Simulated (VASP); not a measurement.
# NaRe4Ir (F-43m) in VASP: notebook

NaRe4Ir is run at these levels: PBE; tasks: relaxation of cell and atoms, single point.

Program: VASP 6.6.1. These are calculated values, not measurements. Logs are shortened: lines on timing, memory, paths and dates and some standing lists are left out, and cuts for length are marked.

## (1) The cell of the first run

It takes space group F-43m (No. 216, cubic). The conventional cell has a = 7.019 Å, b = 7.019 Å, c = 7.019 Å, α = 90.00°, β = 90.00°, γ = 90.00°. Na (site symmetry -43m) has 12 Re at 2.91 Å and 4 Ir at 3.04 Å within 3.8 Å. Re (site symmetry 3m) has 6 Re at 2.48 Å and 3 Na at 2.91 Å and 3 Ir at 2.91 Å within 3.3 Å. Ir (site symmetry -43m) has 12 Re at 2.91 Å and 4 Na at 3.04 Å within 3.8 Å.

## (2) Relaxation of cell and atoms, PBE

Input file INCAR:

```
SYSTEM = NaRe4Ir
PREC = Accurate
ENCUT = 600
EDIFF = 1E-6
ISMEAR = 0
SIGMA = 0.1
LREAL = .False.
LASPH = .True.
NELM = 60
ALGO = Fast
ISIF = 3
LWAVE = .False.
LCHARG = .False.
GGA = PE
IBRION = 2
NSW = 90
EDIFFG = -0.04
```

Input file KPOINTS:

```
regular mesh
0
Gamma
  4 4 4
  0 0 0
```

Input file POSCAR:

```
NaRe4Ir
1.0
    0.0000000000      3.5097422899      3.5097422899
    3.5097422899      0.0000000000      3.5097422899
    3.5097422899      3.5097422899      0.0000000000
Na Re Ir
1 4 1
Direct
    0.0000000000      0.0000000000      0.0000000000
    0.3750000000      0.8750000000      0.3750000000
    0.3750000000      0.3750000000      0.8750000000
    0.3750000000      0.3750000000      0.3750000000
    0.8750000000      0.3750000000      0.3750000000
    0.7500000000      0.7500000000      0.7500000000
```

Potentials or basis: VASP PAW PBE potentials, release 64 (Na_pv, Re, Ir).

Launch:

```
$ cat potpaw_PBE.64/Na_pv/POTCAR potpaw_PBE.64/Re/POTCAR potpaw_PBE.64/Ir/POTCAR > POTCAR
$ mpirun -np 1 vasp_std > vasp.out
```

OUTCAR:

```text
SYSTEM = NaRe4Ir
   PREC = Accurate
   ENCUT = 600
   EDIFF = 1E-6
   ISMEAR = 0
   LREAL = .False.
   LASPH = .True.
   NELM = 60
   ISIF = 3
   GGA = PE
   IBRION = 2
   NSW = 90
   EDIFFG = -0.04

 ion  position               nearest neighbor table
   1  0.000  0.000  0.000-   2 2.91   3 2.91   5 2.91   2 2.91   4 2.91   5 2.91   3 2.91   4 2.91
                             5 2.91   2 2.91   3 2.91   4 2.91   6 3.04   6 3.04   6 3.04   6 3.04
   2  0.375  0.875  0.375-   4 2.48   3 2.48   3 2.48   4 2.48   5 2.48   5 2.48   6 2.91   1 2.91
                             1 2.91   6 2.91   1 2.91   6 2.91
   3  0.375  0.375  0.875-   4 2.48   2 2.48   4 2.48   5 2.48   2 2.48   5 2.48   1 2.91   1 2.91
                             6 2.91   6 2.91   1 2.91   6 2.91
   4  0.375  0.375  0.375-   2 2.48   3 2.48   5 2.48   3 2.48   2 2.48   5 2.48   1 2.91   6 2.91
                             1 2.91   6 2.91   1 2.91   6 2.91
   5  0.875  0.375  0.375-   4 2.48   3 2.48   2 2.48   2 2.48   3 2.48   4 2.48   6 2.91   1 2.91
                             6 2.91   1 2.91   6 2.91   1 2.91
   6  0.750  0.750  0.750-   2 2.91   3 2.91   4 2.91   3 2.91   4 2.91   5 2.91   2 2.91   4 2.91
                             5 2.91   2 2.91   3 2.91   5 2.91   1 3.04   1 3.04   1 3.04   1 3.04

  LATTYP: Found a face centered cubic cell.
 ALAT       =     7.0194845798

  Lattice vectors:

 A1 = (   0.0000000000,   3.5097422899,   3.5097422899)
 A2 = (   3.5097422899,   0.0000000000,   3.5097422899)
 A3 = (   3.5097422899,   3.5097422899,   0.0000000000)

Analysis of symmetry for initial positions (statically):
=====================================================================
 Subroutine PRICEL returns:
 Original cell was already a primitive cell.

 Routine SETGRP: Setting up the symmetry group for a
 face centered cubic supercell.

 Subroutine GETGRP returns: Found 24 space group operations
 (whereof 24 operations were pure point group operations)
 out of a pool of 48 trial point group operations.

The static configuration has the point symmetry T_d .

Analysis of symmetry for dynamics (positions and initial velocities):
=====================================================================
 Subroutine PRICEL returns:
 Original cell was already a primitive cell.

 Routine SETGRP: Setting up the symmetry group for a
 face centered cubic supercell.

 Subroutine GETGRP returns: Found 24 space group operations
 (whereof 24 operations were pure point group operations)
 out of a pool of 48 trial point group operations.

The dynamic configuration has the point symmetry T_d .

 Subroutine INISYM returns: Found 24 space group operations
 (whereof 24 operations are pure point group operations),
 and found     1 'primitive' translations

----------------------------------------------------------------------------------------

                                     Primitive cell

  volume of cell :      86.4681

  direct lattice vectors                    reciprocal lattice vectors
     0.000000000  3.509742290  3.509742290    -0.142460602  0.142460602  0.142460602
     3.509742290  0.000000000  3.509742290     0.142460602 -0.142460602  0.142460602
     3.509742290  3.509742290  0.000000000     0.142460602  0.142460602 -0.142460602

  length of vectors
     4.963525147  4.963525147  4.963525147     0.246749001  0.246749001  0.246749001

  position of ions in fractional coordinates (direct lattice)
     0.000000000  0.000000000  0.000000000
     0.375000000  0.875000000  0.375000000
     0.375000000  0.375000000  0.875000000
     0.375000000  0.375000000  0.375000000
     0.875000000  0.375000000  0.375000000
     0.750000000  0.750000000  0.750000000

  ion indices of the primitive-cell ions
   primitive index   ion index
                 1           1
                 2           2
                 3           3
                 4           4
                 5           5
                 6           6

----------------------------------------------------------------------------------------

 KPOINTS: regular mesh

Automatic generation of k-mesh.
 Grid dimensions read from file:
 generate k-points for:    4    4    4

 Generating k-lattice:

  Cartesian coordinates                     Fractional coordinates (reciprocal lattice)
    -0.035615151  0.035615151  0.035615151     0.250000000  0.000000000  0.000000000
     0.035615151 -0.035615151  0.035615151     0.000000000  0.250000000  0.000000000
     0.035615151  0.035615151 -0.035615151     0.000000000  0.000000000  0.250000000

  Length of vectors
     0.061687250  0.061687250  0.061687250

  Shift w.r.t. Gamma in fractional coordinates (k-lattice)
     0.000000000  0.000000000  0.000000000

 Subroutine IBZKPT returns following result:
 ===========================================

 Found      8 irreducible k-points:

 Following reciprocal coordinates:
            Coordinates               Weight
  0.000000  0.000000  0.000000      1.000000
  0.250000  0.000000  0.000000      8.000000
  0.500000  0.000000  0.000000      4.000000
  0.250000  0.250000  0.000000      6.000000
  0.500000  0.250000  0.000000     24.000000
 -0.250000  0.250000  0.000000     12.000000
  0.500000  0.500000  0.000000      3.000000
 -0.250000  0.500000  0.250000      6.000000
   k-points           NKPTS =      8   k-points in BZ     NKDIM =      8   number of bands    NBANDS=     26
   number of dos      NEDOS =    301   number of ions     NIONS =      6
   total plane-waves  NPLWV =  64000
   dimension x,y,z NGX =    40 NGY =   40 NGZ =   40
   dimension x,y,z NGXF=    80 NGYF=   80 NGZF=   80
   ions per type =               1   4   1
   NGX,Y,Z   is equivalent  to a cutoff of  13.40, 13.40, 13.40 a.u.
   NGXF,Y,Z  is equivalent  to a cutoff of  26.79, 26.79, 26.79 a.u.
 SYSTEM =  NaRe4Ir
   PREC   = accura    normal or accurate (medium, high low for compatibility)
   ISTART =      0    job   : 0-new  1-cont  2-samecut
   ICHARG =      2    charge: 1-file 2-atom 10-const
   ISPIN  =      1    spin polarized calculation?
   LNONCOLLINEAR =      F non collinear calculations
   LSORBIT =      F    spin-orbit coupling
   LASPH  =      T    aspherical Exc in radial PAW
   ENCUT  =  600.0 eV  44.10 Ry    6.64 a.u.   9.91  9.91  9.91*2*pi/ulx,y,z
   NELM   =     60;   NELMIN=  2; NELMDL= -5     # of ELM steps
   EDIFF  = 0.1E-05   stopping-criterion for ELM
   LREAL  =      F    real-space projection
   EDIFFG = -.4E-01   stopping-criterion for IOM
   NSW    =     90    number of steps for IOM
   IBRION =      2    ionic relax: 0-MD 1-quasi-New 2-CG
   NFREE  =      1    steps in history (QN), initial steepest desc. (CG)
   ISIF   =      3    stress and relaxation
   ISYM   =      2    0-nonsym 1-usesym 2-fastsym
   POTIM  = 0.5000    time-step for ionic-motion
   TEBEG  =    0.0;   TEEND  =   0.0 temperature during run
   PSTRESS=    0.0 pullay stress
   NELECT =      44.0000    total number of electrons
   NUPDOWN=      -1.0000    fix difference up-down
   EMIN   =  10.00;   EMAX   =-10.00  energy-range for DOS
   EFERMI =   0.00;   METHOD = LEGACY
   ISMEAR =     0;   SIGMA  =   0.10  broadening in eV -4-tet -1-fermi 0-gaus
   EFERMI_NEDOS =   21; number of points for ismear=-14 and -15
   IALGO  =     68    algorithm
   IMIX   =      4    mixing-type and parameters
     AMIX     =   0.40;   BMIX     =  1.00
     AMIX_MAG =   1.60;   BMIX_MAG =  1.00
  volume/ion in A,a.u.               =      14.41        97.25
  Fermi-wavevector in a.u.,A,eV,Ry     =   1.306995  2.469862 23.241950  1.708235
  Thomas-Fermi vector in A             =   2.437759
   LORBIT       =      0    0 simple, 1 ext, 2 COOP (PROOUT), +10 PAW based schemes
   GGA     = PE    functional components
   LHFCALC =     F    Hartree Fock is set to
   AEXX    =    0.0000 exact exchange contribution
   IVDW    =     0    specifies the selected vdW correction
   LEPSILON=     F    determine dielectric tensor
   LRPA    =     F    only Hartree local field effects (RPA)
 conjugate gradient relaxation of ions
 non-spin polarized calculation
 RMM-DIIS sequential band-by-band and
 Gauss-broadening in eV      SIGMA  =   0.10
  energy-cutoff  :      600.00
  volume of cell :       86.47
 maximum number of plane-waves:      2894
   NGX = 19   NGY = 19   NGZ = 19

--------------------------------------- Ionic step        1  -------------------------------------------

 number of electron      44.0000011 magnetization

 Free energy of the ion-electron system (eV)
  ---------------------------------------------------
  ext. energy  EPLUGINS =         0.00000000
  ---------------------------------------------------
  free energy    TOTEN  =       -54.53545562 eV

  energy without entropy =      -54.49663318  energy(sigma->0) =      -54.51604440

------------------------ aborting loop EDIFF was not reached (unconverged)  ----------------------------

  FORCE on cell =-STRESS in cart. coord.  units (eV):
  Direction    XX          YY          ZZ          XY          YZ          ZX
  --------------------------------------------------------------------------------------
  -------------------------------------------------------------------------------------
  Total       21.8585044     21.8585044     21.8585044      0.0000000      0.0000000      0.0000000
  in kB      405.0189514    405.0189514    405.0189514      0.0000000      0.0000000      0.0000000
  external PRESSURE =     405.0189514 kB  Pullay stress =       0.0000000 kB
[... 25 lines left out ...]
  energy  without entropy=      -54.4966331776  energy(sigma->0) =      -54.51604440

--------------------------------------- Ionic step        2  -------------------------------------------

 number of electron      43.9999994 magnetization

 E-fermi :   3.0267     XC(G=0): -10.5994

 val. band max:        3.0130480277   @ k =   0.2500   0.2500   0.0000
 cond. band min:       3.0496030128   @ k =   0.2500   0.0000   0.0000
 fundamental gap:      0.0365549851
 Fermi energy:         3.0266829261

 k-point     1 :       0.0000    0.0000    0.0000
  band No.  band energies     occupation
      1     -19.7674      2.00000
      2     -19.7674      2.00000
      3     -19.7674      2.00000
      4      -4.0352      2.00000
      5      -1.4485      2.00000
      6      -0.7761      2.00000
[... 418 lines left out ...]
  energy  without entropy=      -55.8156023131  energy(sigma->0) =      -55.83992918

--------------------------------------- Ionic step        7  -------------------------------------------

 number of electron      44.0000004 magnetization

 Free energy of the ion-electron system (eV)
  ---------------------------------------------------
  ext. energy  EPLUGINS =         0.00000000
  ---------------------------------------------------
  free energy    TOTEN  =       -55.86448716 eV

  energy without entropy =      -55.81589866  energy(sigma->0) =      -55.84019291

 E-fermi :   6.5196     XC(G=0): -12.4132

 val. band max:        6.4823709377   @ k =  -0.2500   0.5000   0.2500
 cond. band min:       6.5343027497   @ k =   0.5000   0.2500   0.0000
 fundamental gap:      0.0519318120
 Fermi energy:         6.5196182327

 k-point     1 :       0.0000    0.0000    0.0000
  band No.  band energies     occupation
      1     -16.2672      2.00000
      2     -16.2672      2.00000
      3     -16.2672      2.00000
      4      -2.9221      2.00000
      5      -0.6514      2.00000
      6       0.6219      2.00000
[... 254 lines left out ...]
  FREE ENERGIE OF THE ION-ELECTRON SYSTEM (eV)
  ---------------------------------------------------
  free  energy   TOTEN  =       -55.8644871649 eV

  energy  without entropy=      -55.8158986603  energy(sigma->0) =      -55.84019291

 reached required accuracy - stopping structural energy minimisation
```

Run time: 10 min. Hardware: 1 thread of Intel Xeon Platinum 8488C (Sapphire Rapids), shared host; peak memory 0.27 GiB.

What came out:

```
Free energy                            : -55.8645 eV
Relaxed volume                         : 16.37 Å³/atom
Relaxed cell                           : a = 5.178 Å, b = 5.178 Å, c = 5.178 Å, α = 60.00°, β = 60.00°, γ = 60.00°
Space group after relaxing (to 0.05 Å) : F-43m (No. 216)
Energy gained by relaxing              : 221.5 meV/atom
Ionic steps                            : 7
Pressure after relaxing                : 0.0 GPa
Band gap on the k mesh                 : zero (band 22 reaches 7.64 eV, above the bottom of band 23 at 6.15 eV)
```

Step by step:
| step | energy change (eV) | largest force (eV/Å) | pressure (GPa) | volume (Å³) |
| --- | --- | --- | --- | --- |
| 1 | 0.0000 | 0.7154 | 40.50 | 86.47 |
| 2 | 5.4349 | 0.5790 | -35.47 | 140.54 |
| 3 | -1.3059 | 0.0936 | -4.07 | 99.97 |
| 4 | -1.3276 | 0.1114 | -0.76 | 98.52 |
| 5 | -1.3283 | 0.1159 | -0.04 | 98.23 |
| 6 | -1.3288 | 0.0695 | 0.10 | 98.17 |
| 7 | -1.3290 | 0.0098 | 0.03 | 98.19 |

Final structure:
```
CELL_PARAMETERS angstrom
0.00000 3.66171 3.66171
3.66171 0.00000 3.66171
3.66171 3.66171 0.00000
ATOMIC_POSITIONS crystal
Na 0.00000 0.00000 0.00000
Re 0.37375 0.87875 0.37375
Re 0.37375 0.37375 0.87875
Re 0.37375 0.37375 0.37375
Re 0.87875 0.37375 0.37375
Ir 0.75000 0.75000 0.75000
```

Levels at points of the mesh, in eV from the Fermi level:
| k point | band 20 | band 21 | band 22 | band 23 | band 24 | band 25 |
| --- | --- | --- | --- | --- | --- | --- |
| (0.00, 0.00, 0.00) | 1.01 | 1.01 | 1.12 | 1.12 | 1.12 | 1.64 |
| (0.50, 0.00, 0.00) | -0.74 | -0.74 | -0.58 | 0.05 | 0.05 | 0.83 |
| (0.50, 0.50, 0.00) | -1.70 | -1.35 | -1.20 | -0.19 | 0.14 | 0.20 |

Caveat: the k points lie up to 0.37 Å⁻¹ apart in the final cell; spin-orbit coupling is left out, which moves the levels of the heavy elements.

## (3) Single point, PBE

This run uses another cell than the first one, of 16.39 Å³/atom, 1.137 times its volume.

Input file INCAR:

```
PREC = Accurate
ENCUT = 520
EDIFF = 1E-6
ISMEAR = 0
SIGMA = 0.1
LREAL = False
LASPH = True
NELM = 60
ALGO = Fast
ISIF = 2
LWAVE = False
LCHARG = True
GGA = PE
LELF = True
LVHAR = True
NBANDS = 31
```

Input file KPOINTS:

```
regular mesh
0
Gamma
  10 10 10
```

Input file POSCAR:

```
NaRe4Ir
1.0
    0.0000000000      3.6632951681      3.6632951681
    3.6632951681      0.0000000000      3.6632951681
    3.6632951681      3.6632951681      0.0000000000
Na Re Ir
1 4 1
Direct
    0.0000000000      0.0000000000      0.0000000000
    0.1218073041      0.6260642320      0.6260642320
    0.6260642320      0.6260642320      0.6260642320
    0.6260642320      0.1218073041      0.6260642320
    0.6260642320      0.6260642320      0.1218073041
    0.2500000000      0.2500000000      0.2500000000
```

Potentials or basis: VASP PAW PBE potentials, release 64 (Na_pv, Re, Ir).

Launch:

```
$ cat potpaw_PBE.64/Na_pv/POTCAR potpaw_PBE.64/Re/POTCAR potpaw_PBE.64/Ir/POTCAR > POTCAR
$ mpirun -np 1 vasp_std > vasp.out
```

Wall time 12 min (1 thread of Intel Xeon Platinum 8488C (Sapphire Rapids), shared host); peak memory 0.34 GiB.

Results (log left out):

```
Free energy            : -55.9024 eV
Pressure               : -0.5 GPa
Largest force          : 0.041 eV/Å
Band gap on the k mesh : zero (band 22 reaches 7.61 eV, above the bottom of band 23 at 6.13 eV)
```

Forces in eV/Å, atoms in the order of the input:
```
Na   0.000  0.000  0.000
Re   0.023 -0.023 -0.023
Re   0.023  0.023  0.023
Re  -0.023  0.023 -0.023
Re  -0.023 -0.023  0.023
Ir   0.000  0.000  0.000
```

Levels at points of the mesh, in eV from the Fermi level:
```
           k point  band 18  band 19  band 20  band 21  band 22  band 23  band 24  band 25  band 26  band 27
(0.00, 0.00, 0.00)    -2.27     1.01     1.01     1.01     1.11     1.11     1.11     1.63     1.63     1.90
(0.50, 0.00, 0.00)    -2.28    -2.28    -0.75    -0.75    -0.57     0.05     0.05     0.82     1.34     1.34
(0.50, 0.50, 0.00)    -2.50    -1.69    -1.69    -1.36    -1.18    -0.18     0.14     0.18     0.18     1.30
```

Caveat: spin-orbit coupling is left out, which moves the levels of the heavy elements.

## (4) Single point, PBE

This run uses another cell than the first one, of 16.39 Å³/atom, 1.137 times its volume.

Input file INCAR:

```
ALGO = Fast
EDIFF = 1E-6
ENCUT = 520
GGA = PE
ISIF = 2
ISMEAR = 0
LASPH = T
LCHARG = T
LELF = T
LREAL = F
LVHAR = T
LWAVE = F
NBANDS = 31
NELM = 60
PREC = Accurate
SIGMA = 0.1
```

Input file KPOINTS:

```
k-points
0
Gamma
  10 10 10
```

Input file POSCAR:

```
NaRe4Ir
1.0
    0.0000000000      3.6632955559      3.6632955559
    3.6632955559      0.0000000000      3.6632955559
    3.6632955559      3.6632955559      0.0000000000
Na Re Ir
1 4 1
Direct
    0.0000000000      0.0000000000      0.0000000000
    0.1218073268      0.6260642244      0.6260642244
    0.6260642244      0.6260642244      0.6260642244
    0.6260642244      0.1218073268      0.6260642244
    0.6260642244      0.6260642244      0.1218073268
    0.2500000000      0.2500000000      0.2500000000
```

Launch:

```
$ cat potpaw_PBE.64/Na_pv/POTCAR potpaw_PBE.64/Re/POTCAR potpaw_PBE.64/Ir/POTCAR > POTCAR
$ mpirun -np 1 vasp_std > vasp.out
```

Run time: 12 min. Hardware: 1 thread of Intel Xeon Platinum 8488C (Sapphire Rapids), shared host; peak memory 0.34 GiB.

Results (log left out):

```yaml
Free_energy: -55.9024 eV
Pressure: -0.5 GPa
Largest_force: 0.041 eV/Å
Band_gap_on_the_k_mesh: zero (band 22 reaches 7.61 eV, above the bottom of band 23 at 6.13 eV)
```

Forces on the atoms (eV/Å):
```
Na   0.000  0.000  0.000
Re   0.023 -0.023 -0.023
Re   0.023  0.023  0.023
Re  -0.023  0.023 -0.023
Re  -0.023 -0.023  0.023
Ir   0.000  0.000  0.000
```

Levels at points of the mesh, in eV from the Fermi level:
```tsv
k point	band 19	band 20	band 21	band 22	band 23	band 24	band 25	band 26
(0.00, 0.00, 0.00)	1.01	1.01	1.01	1.11	1.11	1.11	1.63	1.63
(0.50, 0.00, 0.00)	-2.28	-0.75	-0.75	-0.57	0.05	0.05	0.82	1.34
(0.50, 0.50, 0.00)	-1.69	-1.69	-1.36	-1.18	-0.18	0.14	0.18	0.18
```

Caveat: spin-orbit coupling is left out, which moves the levels of the heavy elements.
